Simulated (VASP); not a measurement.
## Sr: relaxation of cell and atoms with PBE

The system is Sr.

```
CELL_PARAMETERS angstrom
-2.13954 2.13954 2.97485
2.13954 -2.13954 2.97485
2.13954 2.13954 -2.97485
ATOMIC_POSITIONS crystal
Sr 0.50000 0.50000 0.00000
```

The cell was built from a structure type or drawn by symmetry, and may not be a known phase.

```json
{"Program": "VASP 6.6.1", "Task": "relaxation of cell and atoms", "Functional": "PBE", "Potentials or basis": "VASP PAW PBE potentials, release 64 (Sr_sv)", "Cutoff": "600 eV", "k mesh": "18 × 18 × 18", "Occupations": "gaussian, width 0.1 eV", "Spin": "no spin polarisation", "Dipole correction": "no", "Further INCAR settings": "ALGO = Normal; EDIFF = 1e-06; IBRION = 2; EDIFFG = -0.01; NSW = 100; ISIF = 3"}
```

- Relaxed volume: 54.82 Å³/atom
- Relaxed cell: a = 4.259 Å, b = 4.259 Å, c = 4.259 Å, α = 119.74°, β = 119.74°, γ = 90.45°
- Space group after relaxing (to 0.1 Å): Fm-3m (No. 225)
- Energy gained by relaxing: 0.2 meV/atom
- Ionic steps: 5
- Pressure after relaxing: 0.0 GPa
- Band gap on the k mesh: zero (bands 5 and 6 overlap by 0.05 eV)

Step by step:
| step | energy change (eV) | largest force (eV/Å) | pressure (GPa) | volume (Å³) |
| --- | --- | --- | --- | --- |
| 1 | 0.0000 | 0.0000 | 0.07 | 54.47 |
| 2 | -0.0001 | 0.0000 | 0.03 | 54.65 |
| 3 | -0.0001 | 0.0000 | -0.02 | 54.86 |
| 4 | -0.0001 | 0.0000 | 0.00 | 54.85 |
| 5 | -0.0002 | 0.0000 | 0.00 | 54.82 |

Final structure:
```
Sr
1.0
    -2.13758    2.13758    2.99959
     2.13758   -2.13758    2.99959
     2.13758    2.13758   -2.99959
Sr
1
Direct
  0.50000 0.50000 0.00000
```

Levels at points of the mesh, in eV from the Fermi level:
| k point | band 1 | band 2 | band 3 | band 4 | band 5 | band 6 | band 7 | band 8 | band 9 |
| --- | --- | --- | --- | --- | --- | --- | --- | --- | --- |
| (0.00, 0.00, 0.00) | -36.62 | -18.51 | -18.51 | -18.51 | -3.66 | 2.33 | 2.33 | 2.37 | 3.78 |
| (0.50, 0.00, 0.00) | -36.61 | -18.71 | -18.54 | -18.53 | -1.13 | 0.06 | 2.15 | 2.21 | 4.84 |
| (0.50, 0.50, 0.00) | -36.60 | -18.70 | -18.58 | -18.58 | -0.66 | 0.34 | 1.03 | 4.86 | 5.14 |
| (0.50, 0.50, 0.50) | -36.60 | -18.70 | -18.58 | -18.58 | -0.64 | 0.32 | 1.10 | 4.86 | 5.16 |

It took 7 min on 1 thread of Intel(R) Xeon(R) Platinum 8488C (Sapphire Rapids), on a shared host, peak memory 0.45 GiB.
